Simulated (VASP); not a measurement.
Crystal: AlSn.

```
CELL_PARAMETERS angstrom
4.30720 0.00000 0.00000
-2.15360 3.73014 0.00000
0.00000 0.00000 3.39278
ATOMIC_POSITIONS crystal
Al 0.00000 0.00000 0.00000
Sn 0.33333 0.66667 0.50000
```

```yaml
Program: VASP 6.6.1
Task: relaxation of cell and atoms
Functional: PBE
Potentials_or_basis: VASP PAW PBE potentials, release 64 (Al, Sn_d)
Cutoff: 600 eV
k_mesh: 9 × 9 × 10
Occupations: fermi-dirac, width 0.05 eV
Spin: no spin polarisation
```

At the start: pressure -3.4 GPa; volume 27.25 Å³/atom.

Question: How do energy, volume and symmetry change on relaxing?

Answer: Over 10 steps the energy falls by 26.9 meV/atom and the volume is 25.25 Å³/atom (-7.4 %); space group P-6m2 (No. 187, to 0.1 Å) before and after.

The path:
```tsv
step	energy change (eV)	largest force (eV/Å)	pressure (GPa)	volume (Å³)
1	0.0000	0.0000	-3.41	54.51
2	-0.0531	0.0000	0.46	50.05
3	-0.0536	0.0000	0.06	50.43
4	-0.0536	0.0000	-0.07	50.50
5	-0.0536	0.0000	-0.06	50.54
6	-0.0537	0.0000	-0.11	50.62
7	-0.0537	0.0000	-0.10	50.60
8	-0.0537	0.0000	0.09	50.47
9	-0.0537	0.0000	-0.02	50.51
10	-0.0537	0.0000	0.02	50.50
```

Final structure:
```yaml
crystal:
  lattice:
    - [4.23572, 0.00000, 0.00000]
    - [-2.11786, 3.66824, 0.00000]
    - [0.00000, 0.00000, 3.25010]
  atoms:
    - { symbol: Al, position: [0.00000, 0.00000, 0.00000] }
    - { symbol: Sn, position: [0.33333, 0.66667, 0.50000] }
```
